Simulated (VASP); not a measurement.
# Ce (Fm-3m) in VASP: further runs, part 2 of 2

VASP 6.6.1. Earlier steps stand in the parts before.

### Step 3. Single point, r2SCAN (volume scaled by 0.980)

The input, POSCAR:

```
Ce
1.0
    0.0000000000      2.3155537755      2.3155537755
    2.3155537755      0.0000000000      2.3155537755
    2.3155537755      2.3155537755      0.0000000000
Ce
1
Direct
    0.0000000000      0.0000000000      0.0000000000
```

The input, INCAR.step1:

```
SYSTEM = Ce
PREC = Accurate ; ENCUT = 520
ISMEAR = 0 ; SIGMA = 0.05
LREAL = .FALSE. ; LASPH = .TRUE.
NELM = 100 ; NBANDS = 12
GGA = PE ; ALGO = Normal
EDIFF = 1E-4 ; LWAVE = .TRUE.
LCHARG = .FALSE.
```

The input, INCAR.step2:

```
SYSTEM = Ce
PREC = Accurate ; ENCUT = 520
EDIFF = 1E-6 ; ISMEAR = 0
SIGMA = 0.05 ; LREAL = .FALSE.
LASPH = .TRUE. ; NELM = 100
ALGO = Normal ; ISIF = 2
LWAVE = .FALSE. ; LCHARG = .FALSE.
METAGGA = R2SCAN ; LMIXTAU = .TRUE.
NBANDS = 12 ; ISTART = 1
```

The input, KPOINTS:

```
regular mesh
0
G
  16 16 16
  0 0 0
```

Potentials or basis: VASP PAW PBE potentials, release 64 (Ce).

Command:

```sh
$ cat potpaw_PBE.64/Ce/POTCAR > POTCAR
$ cp INCAR.step1 INCAR
$ mpirun -np 1 vasp_std > vasp.out
$ cp INCAR.step2 INCAR
$ mpirun -np 1 vasp_std > vasp.out
```

OUTCAR:

```text
SYSTEM = Ce
   PREC = Accurate
   ENCUT = 520
   EDIFF = 1E-6
   ISMEAR = 0
   LREAL = .FALSE.
   LASPH = .TRUE.
   NELM = 100
   ISIF = 2
   METAGGA = R2SCAN
   ISTART = 1

 ion  position               nearest neighbor table
   1  0.000  0.000  0.000-

  LATTYP: Found a face centered cubic cell.
 ALAT       =     4.6311075510

  Lattice vectors:

 A1 = (   0.0000000000,   2.3155537755,   2.3155537755)
 A2 = (   2.3155537755,   0.0000000000,   2.3155537755)
 A3 = (   2.3155537755,   2.3155537755,   0.0000000000)

[... 539 lines left out ...]
 [... further k-points ...]

------------------------ aborting loop because EDIFF is reached ----------------------------------------

  FORCE on cell =-STRESS in cart. coord.  units (eV):
  Direction    XX          YY          ZZ          XY          YZ          ZX
  --------------------------------------------------------------------------------------
  -------------------------------------------------------------------------------------
  Total        0.1031468      0.1031468      0.1031468     -0.0000000     -0.0000000      0.0000000
  in kB        6.6553647      6.6553647      6.6553647     -0.0000000     -0.0000000      0.0000000
  external PRESSURE =       6.6553647 kB  Pullay stress =       0.0000000 kB

 VOLUME and BASIS-vectors are now :
 -----------------------------------------------------------------------------
  energy-cutoff  :      520.00
  volume of cell :       24.83
      direct lattice vectors                 reciprocal lattice vectors
     0.000000000  2.315553776  2.315553776    -0.215931068  0.215931068  0.215931068
     2.315553776  0.000000000  2.315553776     0.215931068 -0.215931068  0.215931068
     2.315553776  2.315553776  0.000000000     0.215931068  0.215931068 -0.215931068

 POSITION                                       TOTAL-FORCE (eV/Angst)
 -----------------------------------------------------------------------------------
      0.00000      0.00000      0.00000         0.000000      0.000000      0.000000
 -----------------------------------------------------------------------------------
    total drift:                                0.000000     -0.000000     -0.000000

  FREE ENERGIE OF THE ION-ELECTRON SYSTEM (eV)
  ---------------------------------------------------
  free  energy   TOTEN  =       -30.8308477349 eV

  energy  without entropy=      -30.8285843342  energy(sigma->0) =      -30.82971603
```

OSZICAR.step1:

```text
N       E                     dE             d eps       ncg     rms          rms(c)
DAV:   1     0.933952488060E+02    0.93395E+02   -0.52191E+03  3488   0.132E+03
DAV:   2    -0.687630309489E+00   -0.94083E+02   -0.88686E+02  4472   0.190E+02
DAV:   3    -0.630820359073E+01   -0.56206E+01   -0.53316E+01  3940   0.672E+01
DAV:   4    -0.656557820212E+01   -0.25737E+00   -0.24193E+00  6472   0.108E+01
DAV:   5    -0.657211497998E+01   -0.65368E-02   -0.65219E-02  5628   0.174E+00    0.113E+01
DAV:   6    -0.627185535578E+01    0.30026E+00   -0.97677E+00  5476   0.217E+01    0.468E+00
DAV:   7    -0.597160522703E+01    0.30025E+00   -0.40259E+00  5644   0.170E+01    0.413E+00
DAV:   8    -0.592658255182E+01    0.45023E-01   -0.75540E-01  5436   0.632E+00    0.983E-01
DAV:   9    -0.591846164414E+01    0.81209E-02   -0.10389E-01  5984   0.263E+00    0.180E-01
DAV:  10    -0.591878995875E+01   -0.32831E-03   -0.35351E-03  5404   0.377E-01    0.968E-02
DAV:  11    -0.591872693952E+01    0.63019E-04   -0.31646E-04  4272   0.137E-01
   1 F= -.59187269E+01 E0= -.59171199E+01  d E =-.321404E-02
```

Run time: 96 s. Hardware: 1 thread of Intel Xeon 6975P-C, shared host; peak memory 0.19 GiB.

Results:

- Free energy: -30.8308 eV
- Pressure: 0.7 GPa
- Band gap on the k mesh: zero (band 6 reaches 10.65 eV, above the bottom of band 7 at 10.26 eV)

Caveat: the cell differs from its parent crystal (volume scaled by 0.980); the PAW data sets were made with another functional, which shifts forces and pressure a little; spin-orbit coupling is left out, which moves the levels of the heavy elements.

### Step 4. Single point, r2SCAN

This run uses another cell than the first one, of 25.34 Å³/atom, 1.042 times its volume.

The input, POSCAR:

```
Ce
1.0
    0.0000000000      2.3311998837      2.3311998837
    2.3311998837      0.0000000000      2.3311998837
    2.3311998837      2.3311998837      0.0000000000
Ce
1
Direct
    0.0000000000      0.0000000000      0.0000000000
```

The input, INCAR.step1:

```
SYSTEM = Ce
  ALGO = Normal
  EDIFF = 1E-4
  ENCUT = 520
  GGA = PE
  ISMEAR = 0
  LASPH = .True.
  LCHARG = .False.
  LREAL = .False.
  LWAVE = .True.
  NBANDS = 12
  NELM = 60
  PREC = Accurate
  SIGMA = 0.05
```

The input, INCAR.step2:

```
SYSTEM = Ce
  ALGO = Normal
  EDIFF = 1E-7
  ENCUT = 520
  ISIF = 2
  ISMEAR = 0
  ISTART = 1
  LASPH = .True.
  LCHARG = .False.
  LMIXTAU = .True.
  LREAL = .False.
  LWAVE = .False.
  METAGGA = R2SCAN
  NBANDS = 12
  NELM = 60
  PREC = Accurate
  SIGMA = 0.05
```

The input, KPOINTS:

```
k-points
0
Gamma
  16 16 16
  0 0 0
```

Command:

```sh
$ cat potpaw_PBE.64/Ce/POTCAR > POTCAR
$ cp INCAR.step1 INCAR
$ mpirun -np 1 vasp_std > vasp.out
$ cp INCAR.step2 INCAR
$ mpirun -np 1 vasp_std > vasp.out
```

Wall time 3.8 min (1 thread of Intel Xeon 6975P-C, shared host); peak memory 0.22 GiB.

It converged, with:

```yaml
Free_energy: -30.8326 eV
Pressure: -0.3 GPa
Band_gap_on_the_k_mesh: zero (band 6 reaches 10.40 eV, above the bottom of band 7 at 9.98 eV)
```

Levels at points of the mesh, in eV from the Fermi level:
| k point | band 4 | band 5 | band 6 | band 7 | band 8 | band 9 |
| --- | --- | --- | --- | --- | --- | --- |
| (0.00, 0.00, 0.00) | -16.69 | -2.84 | -0.41 | 0.40 | 0.40 | 0.40 |
| (0.50, 0.00, 0.00) | -17.10 | -2.31 | -0.23 | 0.62 | 0.62 | 0.74 |
| (0.50, 0.50, 0.00) | -17.86 | -3.33 | -2.65 | 0.71 | 0.75 | 0.81 |

Caveat: the PAW data sets were made with another functional, which shifts forces and pressure a little; spin-orbit coupling is left out, which moves the levels of the heavy elements.

### Step 5. Overview

| cell | gap on the mesh (eV) | pressure (GPa) |
| --- | --- | --- |
| a = 3.252 Å, angles 60.0°, 1 atom | none | 1.8 |
| a = 3.275 Å, angles 60.0°, 1 atom | none | 0.7 |
| a = 3.297 Å, angles 60.0°, 1 atom | none | -0.3 |

Alike in all rows: task single point; level r2SCAN; potentials or basis VASP PAW PBE potentials, release 64 (Ce); no spin polarisation; k mesh 16 × 16 × 16; cutoff (eV) 520; smearing gaussian 0.05 eV.

Caveats: the PAW data sets were made with another functional, which shifts forces and pressure a little; spin-orbit coupling is left out, which moves the levels of the heavy elements.

Total energies depend on the potentials used, so only differences within one code and one set of settings carry meaning.
